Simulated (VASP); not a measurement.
# As (P4/mmm) in VASP: further runs

The runs below take As through single point, with r2SCAN.

Program: VASP 6.6.1. These are calculated values, not measurements. Logs are shortened: lines on timing, memory, paths and dates and some standing lists are left out, and cuts for length are marked.

### 1 The cell of the first run

The structure is tetragonal, space group P4/mmm (No. 123). Conventional cell: a = 2.704 Å, b = 2.704 Å, c = 2.623 Å, α = 90.00°, β = 90.00°, γ = 90.00°. Within 3.5 Å of As (site symmetry 4/mmm) lie 6 As at 2.62 to 2.70 Å.

### 2 Single point, r2SCAN (strain +0.000 along x and y, -0.030 along z)

POSCAR reads:

```
As
1.0
    2.7036817444      0.0000000000      0.0000000000
    0.0000000000      2.7036817444      0.0000000000
    0.0000000000      0.0000000000      2.6225712921
As
1
Direct
    0.5000000000      0.5000000000      0.5000000000
```

INCAR.step1 reads:

```
PREC = Accurate
ENCUT = 520
ISMEAR = 0
SIGMA = 0.15
LREAL = F
LASPH = T
NELM = 100
NBANDS = 8
GGA = PE
ALGO = Normal
EDIFF = 1E-4
LWAVE = T
LCHARG = F
```

INCAR.step2 reads:

```
PREC = Accurate
ENCUT = 520
EDIFF = 1E-7
ISMEAR = 0
SIGMA = 0.15
LREAL = F
LASPH = T
NELM = 100
ALGO = Normal
ISIF = 2
LWAVE = F
LCHARG = F
METAGGA = R2SCAN
LMIXTAU = T
NBANDS = 8
ISTART = 1
```

KPOINTS reads:

```
Automatic mesh
0
Gamma
  18 18 18
```

Potentials or basis: VASP PAW PBE potentials, release 64 (As).

Launch:

```bash
$ cat potpaw_PBE.64/As/POTCAR > POTCAR
$ cp INCAR.step1 INCAR
$ mpirun -np 1 vasp_std > vasp.out
$ cp INCAR.step2 INCAR
$ mpirun -np 1 vasp_std > vasp.out
```

OUTCAR:

```text
PREC = Accurate
   ENCUT = 520
   EDIFF = 1E-7
   ISMEAR = 0
   LREAL = F
   LASPH = T
   NELM = 100
   ISIF = 2
   METAGGA = R2SCAN
   ISTART = 1

 ion  position               nearest neighbor table
   1  0.500  0.500  0.500-

  LATTYP: Found a simple tetragonal cell.
 ALAT       =     2.7036817444
 C/A-ratio  =     0.9700000000

  Lattice vectors:

 A1 = (   2.7036817444,   0.0000000000,   0.0000000000)
 A2 = (   0.0000000000,   2.7036817444,   0.0000000000)
 A3 = (   0.0000000000,   0.0000000000,   2.6225712921)

Analysis of symmetry for initial positions (statically):
=====================================================================
 Subroutine PRICEL returns:
 Original cell was already a primitive cell.

 Routine SETGRP: Setting up the symmetry group for a
 simple tetragonal supercell.

 Subroutine GETGRP returns: Found 16 space group operations
 (whereof 16 operations were pure point group operations)
 out of a pool of 16 trial point group operations.

The static configuration has the point symmetry D_4h.

Analysis of symmetry for dynamics (positions and initial velocities):
=====================================================================
 Subroutine PRICEL returns:
 Original cell was already a primitive cell.

 Routine SETGRP: Setting up the symmetry group for a
 simple tetragonal supercell.

 Subroutine GETGRP returns: Found 16 space group operations
 (whereof 16 operations were pure point group operations)
 out of a pool of 16 trial point group operations.

The dynamic configuration has the point symmetry D_4h.

 Subroutine INISYM returns: Found 16 space group operations
 (whereof 16 operations are pure point group operations),
 and found     1 'primitive' translations

----------------------------------------------------------------------------------------

                                     Primitive cell

  volume of cell :      19.1707

  direct lattice vectors                    reciprocal lattice vectors
     2.703681744  0.000000000  0.000000000     0.369866018  0.000000000  0.000000000
     0.000000000  2.703681744  0.000000000     0.000000000  0.369866018  0.000000000
     0.000000000  0.000000000  2.622571292     0.000000000  0.000000000  0.381305173

  length of vectors
     2.703681744  2.703681744  2.622571292     0.369866018  0.369866018  0.381305173

  position of ions in fractional coordinates (direct lattice)
     0.500000000  0.500000000  0.500000000

  ion indices of the primitive-cell ions
   primitive index   ion index
                 1           1

----------------------------------------------------------------------------------------

 KPOINTS: Automatic mesh

Automatic generation of k-mesh.
 Grid dimensions read from file:
 generate k-points for:   18   18   18

 Generating k-lattice:

  Cartesian coordinates                     Fractional coordinates (reciprocal lattice)
     0.020548112  0.000000000  0.000000000     0.055555556  0.000000000  0.000000000
     0.000000000  0.020548112  0.000000000     0.000000000  0.055555556  0.000000000
     0.000000000  0.000000000  0.021183621     0.000000000  0.000000000  0.055555556

  Length of vectors
     0.020548112  0.020548112  0.021183621

  Shift w.r.t. Gamma in fractional coordinates (k-lattice)
     0.000000000  0.000000000  0.000000000

 Subroutine IBZKPT returns following result:
 ===========================================

 Found    550 irreducible k-points:

 Following reciprocal coordinates:
            Coordinates               Weight
  0.000000  0.000000  0.000000      1.000000
  0.055556  0.000000  0.000000      4.000000
  0.111111  0.000000  0.000000      4.000000
  0.166667  0.000000  0.000000      4.000000
  0.222222  0.000000  0.000000      4.000000
  0.277778  0.000000  0.000000      4.000000
[... 16 lines left out ...]
  0.277778  0.111111  0.000000      8.000000
  0.333333  0.111111  0.000000      8.000000
 [... further k-points ...]
   k-points           NKPTS =    550   k-points in BZ     NKDIM =    550   number of bands    NBANDS=      8
   number of dos      NEDOS =    301   number of ions     NIONS =      1
   total plane-waves  NPLWV =   8000
   dimension x,y,z NGX =    20 NGY =   20 NGZ =   20
   dimension x,y,z NGXF=    40 NGYF=   40 NGZF=   40
   ions per type =               1
   NGX,Y,Z   is equivalent  to a cutoff of  12.30, 12.30, 12.68 a.u.
   NGXF,Y,Z  is equivalent  to a cutoff of  24.60, 24.60, 25.36 a.u.
 SYSTEM =  unknown system
   PREC   = accura    normal or accurate (medium, high low for compatibility)
   ISTART =      1    job   : 0-new  1-cont  2-samecut
   ICHARG =      0    charge: 1-file 2-atom 10-const
   ISPIN  =      1    spin polarized calculation?
   LNONCOLLINEAR =      F non collinear calculations
   LSORBIT =      F    spin-orbit coupling
   LASPH  =      T    aspherical Exc in radial PAW
   ENCUT  =  520.0 eV  38.22 Ry    6.18 a.u.   5.03  5.03  4.88*2*pi/ulx,y,z
   NELM   =    100;   NELMIN=  2; NELMDL=  0     # of ELM steps
   EDIFF  = 0.1E-06   stopping-criterion for ELM
   LREAL  =      F    real-space projection
   EDIFFG = 0.1E-05   stopping-criterion for IOM
   NSW    =      0    number of steps for IOM
   IBRION =     -1    ionic relax: 0-MD 1-quasi-New 2-CG
   NFREE  =      0    steps in history (QN), initial steepest desc. (CG)
   ISIF   =      2    stress and relaxation
   ISYM   =      2    0-nonsym 1-usesym 2-fastsym
   POTIM  = 0.5000    time-step for ionic-motion
   TEBEG  =    0.0;   TEEND  =   0.0 temperature during run
   PSTRESS=    0.0 pullay stress
   NELECT =       5.0000    total number of electrons
   NUPDOWN=      -1.0000    fix difference up-down
   EMIN   =  10.00;   EMAX   =-10.00  energy-range for DOS
   EFERMI =   0.00;   METHOD = LEGACY
   ISMEAR =     0;   SIGMA  =   0.15  broadening in eV -4-tet -1-fermi 0-gaus
   EFERMI_NEDOS =   21; number of points for ismear=-14 and -15
   IALGO  =     38    algorithm
   IMIX   =      4    mixing-type and parameters
     AMIX     =   0.40;   BMIX     =  1.00
     AMIX_MAG =   1.60;   BMIX_MAG =  1.00
  volume/ion in A,a.u.               =      19.17       129.37
  Fermi-wavevector in a.u.,A,eV,Ry     =   1.045969  1.976594 14.885461  1.094051
  Thomas-Fermi vector in A             =   2.180787
   LORBIT       =      0    0 simple, 1 ext, 2 COOP (PROOUT), +10 PAW based schemes
   METAGGA = R2SCAN    functional components
   LHFCALC =     F    Hartree Fock is set to
   AEXX    =    0.0000 exact exchange contribution
   IVDW    =     0    specifies the selected vdW correction
   LEPSILON=     F    determine dielectric tensor
   LRPA    =     F    only Hartree local field effects (RPA)
 non-spin polarized calculation
 Gauss-broadening in eV      SIGMA  =   0.15
  energy-cutoff  :      520.00
  volume of cell :       19.17
 maximum number of plane-waves:       530
   NGX = 11   NGY = 11   NGZ =  9

 number of electron       5.0000001 magnetization

 Free energy of the ion-electron system (eV)
  ---------------------------------------------------
  ext. energy  EPLUGINS =         0.00000000
  ---------------------------------------------------
  free energy    TOTEN  =       -14.53943794 eV

  energy without entropy =      -14.53438346  energy(sigma->0) =      -14.53691070

 E-fermi :   6.1965     XC(G=0): -11.0607

 val. band max:        6.1876283510   @ k =   0.2778   0.0000   0.2222
 cond. band min:       6.2054017717   @ k =   0.2222   0.1667   0.2778
 fundamental gap:      0.0177734207
 Fermi energy:         6.1965296845

 k-point     1 :       0.0000    0.0000    0.0000
  band No.  band energies     occupation
      1      -9.8381      2.00000
      2      10.2385      0.00000
      3      10.2385      0.00000
      4      11.4071      0.00000
      5      14.8279      0.00000
      6      15.2001      0.00000
      7      18.1921      0.00000
      8      31.9329      0.00000

 k-point     2 :       0.0556    0.0000    0.0000
  band No.  band energies     occupation
      1      -9.7786      2.00000
      2       9.4085      0.00000
      3      10.2914      0.00000
      4      11.4599      0.00000
      5      15.0830      0.00000
      6      15.7701      0.00000
      7      18.4078      0.00000
      8      30.9196      0.00000

 k-point     3 :       0.1111    0.0000    0.0000
  band No.  band energies     occupation
      1      -9.6008      2.00000
      2       7.7574      0.00000
      3      10.4479      0.00000
      4      11.6162      0.00000
      5      15.2690      0.00000
      6      16.9570      0.00000
      7      19.3095      0.00000
      8      29.2206      0.00000

 k-point     4 :       0.1667    0.0000    0.0000
  band No.  band energies     occupation
      1      -9.3078      2.00000
      2       5.9624      1.97273
      3      10.7010      0.00000
      4      11.8690      0.00000
      5      15.5301      0.00000
      6      17.7038      0.00000
      7      21.0973      0.00000
      8      27.5119      0.00000

 k-point     5 :       0.2222    0.0000    0.0000
  band No.  band energies     occupation
      1      -8.9061      2.00000
      2       4.2122      2.00000
      3      11.0375      0.00000
      4      12.2049      0.00000
      5      15.8796      0.00000
      6      18.2586      0.00000
      7      23.2006      0.00000
      8      25.9106      0.00000
[... 177 lines left out ...]
 k-point    22 :       0.2222    0.1111    0.0000
  band No.  band energies     occupation
      1      -8.6685      2.00000
      2       4.4248      2.00000
      3       8.6300      0.00000
      4      12.4130      0.00000
      5      17.4508      0.00000
      6      19.5088      0.00000
      7      22.2908      0.00000
      8      24.5694      0.00000

 k-point    23 :       0.2778    0.1111    0.0000
  band No.  band energies     occupation
      1      -8.1706      2.00000
      2       2.7964      2.00000
      3       9.0538      0.00000
      4      12.8092      0.00000
      5      17.8893      0.00000
      6      19.5724      0.00000
      7      21.9044      0.00000
      8      25.8127      0.00000

 k-point    24 :       0.3333    0.1111    0.0000
  band No.  band energies     occupation
      1      -7.6022      2.00000
      2       1.3318      2.00000
      3       9.5176      0.00000
      4      13.2305      0.00000
      5      18.3531      0.00000
      6      19.0953      0.00000
      7      21.8314      0.00000
      8      24.5567      0.00000

 [... further k-points ...]
[... 5 lines left out ...]
  --------------------------------------------------------------------------------------
  -------------------------------------------------------------------------------------
  Total        0.1440997      0.1440997      0.8847816      0.0000000      0.0000000     -0.0000000
  in kB       12.0430172     12.0430172     73.9448964      0.0000000      0.0000000     -0.0000000
  external PRESSURE =      32.6769769 kB  Pullay stress =       0.0000000 kB

 VOLUME and BASIS-vectors are now :
 -----------------------------------------------------------------------------
  energy-cutoff  :      520.00
  volume of cell :       19.17
      direct lattice vectors                 reciprocal lattice vectors
     2.703681744  0.000000000  0.000000000     0.369866018  0.000000000  0.000000000
     0.000000000  2.703681744  0.000000000     0.000000000  0.369866018  0.000000000
     0.000000000  0.000000000  2.622571292     0.000000000  0.000000000  0.381305173

 POSITION                                       TOTAL-FORCE (eV/Angst)
 -----------------------------------------------------------------------------------
      1.35184      1.35184      1.31129         0.000000      0.000000      0.000000
 -----------------------------------------------------------------------------------
    total drift:                                0.000000      0.000000      0.000000

  FREE ENERGIE OF THE ION-ELECTRON SYSTEM (eV)
  ---------------------------------------------------
  free  energy   TOTEN  =       -14.5394379392 eV

  energy  without entropy=      -14.5343834598  energy(sigma->0) =      -14.53691070
```

Run time: 4.3 min. Hardware: 1 thread of AMD EPYC 7R13, shared host; peak memory 0.17 GiB.

What came out:

- Free energy: -14.5394 eV
- Pressure: 3.3 GPa
- Band gap on the k mesh: zero (an odd number of electrons rules out a gap without spin polarisation)

Caveat: the cell differs from its parent crystal (strain +0.000 along x and y, -0.030 along z); the stress differs along the axes, from 1 to 7 GPa; the PAW data sets were made with another functional, which shifts forces and pressure a little.

(Continued in part 2 of 2.)
